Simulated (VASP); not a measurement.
SnSe5: relaxation of cell and atoms with PBE

SnSe5:

```
Sn Se
1.0
     3.70355    0.00000    0.00000
    -1.85178    3.20737    0.00000
     0.00000    0.00000   15.17670
Sn Se
1 5
Direct
  0.00000 0.00000 0.00000
  0.66667 0.33333 0.88495
  0.00000 0.00000 0.61446
  0.66667 0.33333 0.50000
  0.00000 0.00000 0.38554
  0.66667 0.33333 0.11505
```

The cell was generated, and may not be a known phase.

* Program: VASP 6.6.1
* Task: relaxation of cell and atoms
* Functional: PBE
* Potentials or basis: VASP PAW PBE potentials, release 64 (Sn_d, Se)
* Cutoff: 600 eV
* k mesh: 12 × 12 × 4
* Occupations: gaussian, width 0.1 eV
* Spin: no spin polarisation
* Dipole correction: no
* Further INCAR settings: ALGO = Normal; EDIFF = 1e-06; IBRION = 2; EDIFFG = -0.01; NSW = 100; ISIF = 3

```yaml
Relaxed_volume: 24.37 Å³/atom
Relaxed_cell: a = 3.825 Å, b = 3.825 Å, c = 11.544 Å, α = 90.00°, β = 90.00°, γ = 120.00°
Space_group_after_relaxing_to_0.1_Å: P-6m2 (No. 187)
Energy_gained_by_relaxing: 29.7 meV/atom
Ionic_steps: 49
Pressure_after_relaxing: 0.0 GPa
Largest_force_after_relaxing: 0.004 eV/Å
Band_gap_on_the_k_mesh: zero (bands 22 and 23 overlap by 1.09 eV)
```

Forces in eV/Å, atoms in the order of the input:
```
Sn   0.000  0.000  0.000
Se   0.000  0.000  0.004
Se   0.000  0.000 -0.004
Se   0.000  0.000  0.000
Se   0.000  0.000  0.004
Se   0.000  0.000 -0.004
```

The path:
```tsv
step	energy change (eV)	largest force (eV/Å)	pressure (GPa)	volume (Å³)
1	0.0000	0.0512	0.06	180.28
3	-0.0018	0.0470	0.02	180.63
5	-0.0021	0.0040	-0.18	180.94
7	-0.0023	0.0130	-0.13	180.76
9	-0.0038	0.0396	-0.09	179.69
11	-0.0082	0.1547	0.12	175.40
13	-0.0099	0.3322	0.50	169.65
15	-0.0107	0.3343	0.50	169.14
17	-0.0137	0.3455	0.48	167.10
19	-0.0221	0.4460	0.71	158.94
21	-0.0194	0.6226	1.35	152.94
23	-0.0337	0.5840	1.38	148.86
25	0.4763	1.2118	8.66	130.04
27	0.0250	0.7449	4.77	136.17
29	-0.0350	0.8635	3.51	139.68
31	-0.0475	0.7633	3.38	139.29
33	-0.0636	0.7030	3.03	139.84
35	-0.1403	0.3667	0.13	145.46
37	-0.1471	0.3501	-0.27	146.40
39	-0.1751	0.1077	-0.02	146.45
41	-0.1772	0.0775	0.09	146.47
43	-0.1778	0.0201	-0.11	146.79
45	-0.1780	0.0220	0.02	146.38
47	-0.1781	0.0074	-0.04	146.37
49	-0.1782	0.0037	0.00	146.24
```

Final structure:
```yaml
crystal:
  lattice:
    - [3.82462, 0.00000, 0.00000]
    - [-1.91231, 3.31222, 0.00000]
    - [0.00000, 0.00000, 11.54393]
  atoms:
    - { symbol: Sn, position: [0.00000, 0.00000, 0.00000] }
    - { symbol: Se, position: [0.66667, 0.33333, 0.84581] }
    - { symbol: Se, position: [0.00000, 0.00000, 0.65013] }
    - { symbol: Se, position: [0.66667, 0.33333, 0.50000] }
    - { symbol: Se, position: [0.00000, 0.00000, 0.34987] }
    - { symbol: Se, position: [0.66667, 0.33333, 0.15419] }
```

Levels at points of the mesh, in eV from the Fermi level:
```csv
k point,band 20,band 21,band 22,band 23,band 24,band 25
"(0.00, 0.00, 0.00)",-1.08,-0.17,-0.17,0.33,0.33,1.10
"(0.50, 0.00, 0.00)",-1.92,-0.55,-0.25,0.10,0.50,0.81
"(0.00, 0.00, 0.50)",-0.56,-0.42,-0.42,-0.31,0.37,0.37
"(0.50, 0.00, 0.50)",-1.45,-1.18,-1.16,-0.65,1.35,1.37
```

Run time: 79 min on 1 thread of Intel(R) Xeon(R) 6975P-C (Granite Rapids), on a shared host, peak memory 0.58 GiB.

Caveat: the volume moved by over 15 % at a fixed basis, so the end points are rough; spin-orbit coupling is left out, which moves the levels of the heavy elements.
